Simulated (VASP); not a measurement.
# CaO (Fm-3m) in VASP: further runs

CaO is run at these levels: RPBE+D3(BJ), PBEsol, PBE; tasks: single point.

All numbers are computed with VASP 6.6.1; they aren't measurements. Logs are shortened: lines on timing, memory, paths and dates and some standing lists are left out, and cuts for length are marked.

## (1) The cell of the first run

The structure is cubic, space group Fm-3m (No. 225). Conventional cell: a = 4.579 Å, b = 4.579 Å, c = 4.579 Å, α = 90.00°, β = 90.00°, γ = 90.00°. Ca (site symmetry m-3m) has 6 O at 2.29 Å within 3.0 Å. O (site symmetry m-3m) has 6 Ca at 2.29 Å within 3.0 Å.

## (2) Single point, RPBE+D3(BJ)

The input, INCAR:

```
PREC     = Accurate       # precision mode
ENCUT    = 520            # plane-wave cutoff, eV
EDIFF    = 1E-6           # SCF threshold, eV
ISMEAR   = -1             # smearing method
SIGMA    = 0.05           # smearing width, eV
LREAL    = False          # projectors in reciprocal space
LASPH    = True           # aspherical terms in the spheres
NELM     = 60             # most SCF steps
ALGO     = Normal         # electronic algorithm
ISIF     = 2              # what is computed and relaxed
LWAVE    = False          # write WAVECAR
LCHARG   = False          # write CHGCAR
GGA      = RP             # functional
IVDW     = 12             # dispersion correction
NBANDS   = 15             # bands
```

The input, KPOINTS:

```
Automatic mesh
0
Gamma
  10 10 10
```

The input, POSCAR:

```
CaO
1.0
    0.0000000000      2.2894740293      2.2894740293
    2.2894740293      0.0000000000      2.2894740293
    2.2894740293      2.2894740293      0.0000000000
Ca O
1 1
Direct
    0.0000000000      0.0000000000      0.0000000000
    0.5000000000      0.5000000000      0.5000000000
```

Potentials or basis: VASP PAW PBE potentials, release 64 (Ca_sv, O).

The run is started by

```
$ cat potpaw_PBE.64/Ca_sv/POTCAR potpaw_PBE.64/O/POTCAR > POTCAR
$ mpirun -np 1 vasp_std > vasp.out
```

OUTCAR:

```text
PREC = Accurate
   ENCUT = 520
   EDIFF = 1E-6
   ISMEAR = -1
   LREAL = False
   LASPH = True
   NELM = 60
   ISIF = 2
   GGA = RP
   IVDW = 12
 IVDW          = 12

 ion  position               nearest neighbor table
   1  0.000  0.000  0.000-   2 2.29   2 2.29   2 2.29   2 2.29   2 2.29   2 2.29
   2  0.500  0.500  0.500-   1 2.29   1 2.29   1 2.29   1 2.29   1 2.29   1 2.29

  LATTYP: Found a face centered cubic cell.
 ALAT       =     4.5789480586

  Lattice vectors:

 A1 = (   0.0000000000,   2.2894740293,   2.2894740293)
 A2 = (   2.2894740293,   0.0000000000,   2.2894740293)
 A3 = (   2.2894740293,   2.2894740293,   0.0000000000)

Analysis of symmetry for initial positions (statically):
=====================================================================
 Subroutine PRICEL returns:
 Original cell was already a primitive cell.

 Routine SETGRP: Setting up the symmetry group for a
 face centered cubic supercell.

 Subroutine GETGRP returns: Found 48 space group operations
 (whereof 48 operations were pure point group operations)
 out of a pool of 48 trial point group operations.

The static configuration has the point symmetry O_h .

Analysis of symmetry for dynamics (positions and initial velocities):
=====================================================================
 Subroutine PRICEL returns:
 Original cell was already a primitive cell.

 Routine SETGRP: Setting up the symmetry group for a
 face centered cubic supercell.

 Subroutine GETGRP returns: Found 48 space group operations
 (whereof 48 operations were pure point group operations)
 out of a pool of 48 trial point group operations.

The dynamic configuration has the point symmetry O_h .

 Subroutine INISYM returns: Found 48 space group operations
 (whereof 48 operations are pure point group operations),
 and found     1 'primitive' translations

----------------------------------------------------------------------------------------

                                     Primitive cell

  volume of cell :      24.0014

  direct lattice vectors                    reciprocal lattice vectors
     0.000000000  2.289474029  2.289474029    -0.218390772  0.218390772  0.218390772
     2.289474029  0.000000000  2.289474029     0.218390772 -0.218390772  0.218390772
     2.289474029  2.289474029  0.000000000     0.218390772  0.218390772 -0.218390772

  length of vectors
     3.237805223  3.237805223  3.237805223     0.378263912  0.378263912  0.378263912

  position of ions in fractional coordinates (direct lattice)
     0.000000000  0.000000000  0.000000000
     0.500000000  0.500000000  0.500000000

[... 87 lines left out ...]
   NELECT =      16.0000    total number of electrons
   NUPDOWN=      -1.0000    fix difference up-down
   EMIN   =  10.00;   EMAX   =-10.00  energy-range for DOS
   EFERMI =   0.00;   METHOD = LEGACY
   ISMEAR =    -1;   SIGMA  =   0.05  broadening in eV -4-tet -1-fermi 0-gaus
   EFERMI_NEDOS =   21; number of points for ismear=-14 and -15
   IALGO  =     38    algorithm
   IMIX   =      4    mixing-type and parameters
     AMIX     =   0.40;   BMIX     =  1.00
     AMIX_MAG =   1.60;   BMIX_MAG =  1.00
  volume/ion in A,a.u.               =      12.00        80.98
  Fermi-wavevector in a.u.,A,eV,Ry     =   1.430109  2.702514 27.826791  2.045211
  Thomas-Fermi vector in A             =   2.549990
   LORBIT       =      0    0 simple, 1 ext, 2 COOP (PROOUT), +10 PAW based schemes
   GGA     = RP    functional components
   LHFCALC =     F    Hartree Fock is set to
   AEXX    =    0.0000 exact exchange contribution
   IVDW    =    12    specifies the selected vdW correction
   LEPSILON=     F    determine dielectric tensor
   LRPA    =     F    only Hartree local field effects (RPA)
 non-spin polarized calculation
  energy-cutoff  :      520.00
  volume of cell :       24.00
 maximum number of plane-waves:       659
   NGX = 13   NGY = 13   NGZ = 13

 number of electron      16.0000009 magnetization

 Free energy of the ion-electron system (eV)
  ---------------------------------------------------
  ext. energy  EPLUGINS =         0.00000000
  ---------------------------------------------------
  free energy    TOTEN  =       -11.67528289 eV

  energy without entropy =      -11.67528289  energy(sigma->0) =      -11.67528289

 E-fermi :   4.4612     XC(G=0): -10.9523

 val. band max:        3.4159753324   @ k =   0.0000   0.0000   0.0000
 cond. band min:       7.0639104934   @ k =   0.5000   0.5000   0.0000
 fundamental gap:      3.6479351610
 Fermi energy:         4.4611723565

 k-point     1 :       0.0000    0.0000    0.0000
  band No.  band energies     occupation
      1     -33.8224      2.00000
      2     -14.3898      2.00000
      3     -14.3898      2.00000
      4     -14.3898      2.00000
      5     -12.4959      2.00000
      6       3.4160      2.00000
      7       3.4160      2.00000
      8       3.4160      2.00000
      9       9.5642      0.00000
     10      10.0291      0.00000
     11      10.0291      0.00000
     12      10.0291      0.00000
     13      11.7555      0.00000
     14      11.7555      0.00000
[... 401 lines left out ...]
      2     -15.5037      2.00000
      3     -14.7080      2.00000
      4     -14.6608      2.00000
      5     -11.7234      2.00000
      6       1.6579      2.00000
      7       2.8448      2.00000
      8       2.9507      2.00000
      9       7.8409      0.00000
     10      12.3121      0.00000
     11      13.0242      0.00000
     12      13.2141      0.00000
     13      13.3215      0.00000
     14      15.7432      0.00000
     15      21.2285      0.00000

 [... further k-points ...]

------------------------ aborting loop because EDIFF is reached ----------------------------------------

 Edisp (eV)   -3.57077

 E8    (eV) :    -2.4349

  FORCE on cell =-STRESS in cart. coord.  units (eV):
  Direction    XX          YY          ZZ          XY          YZ          ZX
  --------------------------------------------------------------------------------------
  -------------------------------------------------------------------------------------
  Total       0.17947     0.17947     0.17947     0.00000    -0.00000     0.00000
  in kB      11.98056    11.98056    11.98056     0.00000    -0.00000     0.00000
  external pressure =       11.98 kB  Pullay stress =        0.00 kB

 VOLUME and BASIS-vectors are now :
 -----------------------------------------------------------------------------
  energy-cutoff  :      520.00
  volume of cell :       24.00
      direct lattice vectors                 reciprocal lattice vectors
     0.000000000  2.289474029  2.289474029    -0.218390772  0.218390772  0.218390772
     2.289474029  0.000000000  2.289474029     0.218390772 -0.218390772  0.218390772
     2.289474029  2.289474029  0.000000000     0.218390772  0.218390772 -0.218390772

 POSITION                                       TOTAL-FORCE (eV/Angst)
 -----------------------------------------------------------------------------------
      0.00000      0.00000      0.00000         0.000000     -0.000000     -0.000000
      2.28947      2.28947      2.28947        -0.000000      0.000000      0.000000
 -----------------------------------------------------------------------------------
    total drift:                                0.000000     -0.000000     -0.000000

  FREE ENERGIE OF THE ION-ELECTRON SYSTEM (eV)
  ---------------------------------------------------
  free  energy   TOTEN  =       -15.2460538617 eV

  energy  without entropy=      -15.2460538617  energy(sigma->0) =      -15.24605386
```

stdout:

```text
POSCAR found type information on POSCAR CaO
 POSCAR found :  2 types and       2 ions
 scaLAPACK will be used
 -----------------------------------------------------------------------------
|                                                                             |
|                                                                             |
|     You enforced a specific xc type in the INCAR file but a different       |
|     I HOPE YOU KNOW WHAT YOU ARE DOING!                                     |
|                                                                             |
 -----------------------------------------------------------------------------

 LDA part: xc-table for (Slater+PW92), standard interpolation
 POSCAR, INCAR and KPOINTS ok, starting setup
 FFT: planning ... GRIDC
 FFT: planning ... GRID_SOFT
 FFT: planning ... GRID
 WAVECAR not read
 entering main loop
```

Run time: 22 s. Hardware: 1 thread of Intel Xeon 8259CL, shared host; peak memory 0.16 GiB.

Results:

| Property | Result |
| --- | --- |
| Free energy | -15.2461 eV |
| Pressure | 1.2 GPa |
| Band gap on the k mesh | 3.65 eV (least direct gap 3.97 eV) |
| Dispersion energy per atom | -1.785 eV |

Caveat: the PAW data sets were made with another functional, which shifts forces and pressure a little. A k mesh can miss the band edges.

## (3) Single point, PBEsol

This run uses another cell than the first one, of 13.89 Å³/atom.

The input, INCAR:

```
SYSTEM = CaO
PREC = Accurate
ENCUT = 520
EDIFF = 1E-7
ISMEAR = 0
SIGMA = 0.05
LREAL = .False.
LASPH = .True.
NELM = 80
ALGO = Normal
ISIF = 2
LWAVE = .False.
LCHARG = .True.
GGA = PS
LELF = .True.
LVHAR = .True.
NBANDS = 15
```

The input, KPOINTS:

```
regular mesh
0
Gamma
  10 10 10
  0 0 0
```

The input, POSCAR:

```
CaO
1.0
    0.0000000000      2.4035556960      2.4035556960
    2.4035556960      0.0000000000      2.4035556960
    2.4035556960      2.4035556960      0.0000000000
Ca O
1 1
Direct
    0.0000000000      0.0000000000      0.0000000000
    0.5000000000      0.5000000000      0.5000000000
```

Potentials or basis: VASP PAW PBE potentials, release 64 (Ca_sv, O).

The run is started by

```
$ cat potpaw_PBE.64/Ca_sv/POTCAR potpaw_PBE.64/O/POTCAR > POTCAR
$ mpirun -np 1 vasp_std > vasp.out
```

Wall time 40 s (1 thread of Intel Xeon 8259CL, shared host); peak memory 0.17 GiB.

It converged, with:

- Free energy: -13.4083 eV
- Pressure: -2.2 GPa
- Band gap on the k mesh: 3.53 eV (least direct gap 3.91 eV)

Levels at points of the mesh, in eV from the valence-band top:
```
           k point  band 6  band 7  band 8  band 9  band 10  band 11
(0.00, 0.00, 0.00)    0.00    0.00    0.00    4.56     6.19     6.19
(0.50, 0.00, 0.00)   -2.69   -1.22   -1.22    7.02     8.33     8.37
(0.50, 0.50, 0.00)   -1.32   -0.38   -0.38    3.53     8.04     8.92
```

Caveat: the PAW data sets were made with another functional, which shifts forces and pressure a little. A k mesh can miss the band edges.

(Continued in part 2 of 2.)
